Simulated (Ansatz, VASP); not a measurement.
# GaN: VASP beside Ansatz

```
Ga N
1.0
     0.00000    2.27424    2.39364
     2.27424    0.00000    2.39364
     2.27424    2.27424    0.00000
Ga N
1 1
Direct
  0.00000 0.00000 0.00000
  0.75000 0.75000 0.75000
```

Change from the starting cell: strain +0.0525 x Voigt [0, 0, 1, 0, 0, 0], atoms carried along.

Alike in both runs: task single point; functional PBE; k mesh 10 × 10 × 10; occupations gaussian, width 0.05 eV; no spin polarisation.

|  | VASP | Ansatz |
| --- | --- | --- |
| version | VASP 6.6.1 | Ansatz 0.2.0 |
| potentials or method | VASP PAW PBE potentials, release 64 (Ga_d, N), cutoff 520 eV | scalar-relativistic, plane waves, PAW |
| valence electrons in the cell | 18 | 18 |

Ansatz gave:

| Item | Value |
| --- | --- |
| gap on the k mesh at the Fermi level (eV) | 1.12 |
| least direct gap on the mesh (eV) | 1.12 |
| pressure (GPa) | -8.0 |
| traceless stress, the component that is largest in VASP (GPa) | -4.72 |

Q: Which values does VASP return?

A: gap on the k mesh at the Fermi level (eV): 1.12; least direct gap on the mesh (eV): 1.12; pressure (GPa): -7.8; traceless stress, the component that is largest in VASP (GPa): -4.71.

The functional is the same, so the differences come from potentials, cutoffs and numerics.
